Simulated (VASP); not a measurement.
Wanted: the native input for a VASP 6.6.1 run.

```
Task                   : single point
Functional             : PBE
Dispersion             : D3(BJ)
Potentials or basis    : VASP PAW PBE potentials, release 64 (Sn_d, O)
Cutoff                 : 520 eV
k mesh                 : 12 × 12 × 4
Occupations            : gaussian, width 0.05 eV
Spin                   : no spin polarisation
Dipole correction      : no
Further INCAR settings : ALGO = Normal; EDIFF = 1e-06; NBANDS = 35
```

The structure of SnO2 lies in POSCAR:

```
SnO2
1.0
    3.2379445286      0.0000000000      0.0000000000
   -1.6189722643      2.8041422179      0.0000000000
    0.0000000000      0.0000000000     10.4224714788
Sn O
2 4
Direct
    0.0000000000      0.0000000000      0.5000000000
    0.0000000000      0.0000000000      0.0000000000
    0.6666666667      0.3333333333      0.4018520904
    0.6666666667      0.3333333333      0.0981479096
    0.3333333333      0.6666666667      0.5981479096
    0.3333333333      0.6666666667      0.9018520904
```

These files were run (other wordings do the same):

INCAR

```
PREC     = Accurate       # precision mode
ENCUT    = 520            # plane-wave cutoff, eV
EDIFF    = 1E-6           # SCF threshold, eV
ISMEAR   = 0              # smearing method
SIGMA    = 0.05           # smearing width, eV
LREAL    = F              # projectors in reciprocal space
LASPH    = T              # aspherical terms in the spheres
NELM     = 100            # most SCF steps
ALGO     = Normal         # electronic algorithm
ISIF     = 2              # what is computed and relaxed
LWAVE    = F              # write WAVECAR
LCHARG   = T              # write CHGCAR
GGA      = PE             # functional
IVDW     = 12             # dispersion correction
LELF     = T              # ELF
LVHAR    = T            
NBANDS   = 35             # bands
```

KPOINTS

```
Automatic mesh
0
Gamma
  12 12 4
```

Potentials or basis: VASP PAW PBE potentials, release 64 (Sn_d, O).

Run with:

```bash
$ cat potpaw_PBE.64/Sn_d/POTCAR potpaw_PBE.64/O/POTCAR > POTCAR
$ mpirun -np 1 vasp_std > vasp.out
```

It gave:

| Item | Value |
| --- | --- |
| Pressure | -2.6 GPa |
| Largest force | 0.205 eV/Å |
| Band gap on the k mesh | 1.91 eV (least direct gap 2.25 eV) |
| Dispersion energy per atom | -0.160 eV |

Caveat: spin-orbit coupling is left out, which moves the levels of the heavy elements.

It took 2.4 min on 1 thread of Intel(R) Xeon(R) Platinum 8488C (Sapphire Rapids), on a shared host, peak memory 0.29 GiB.
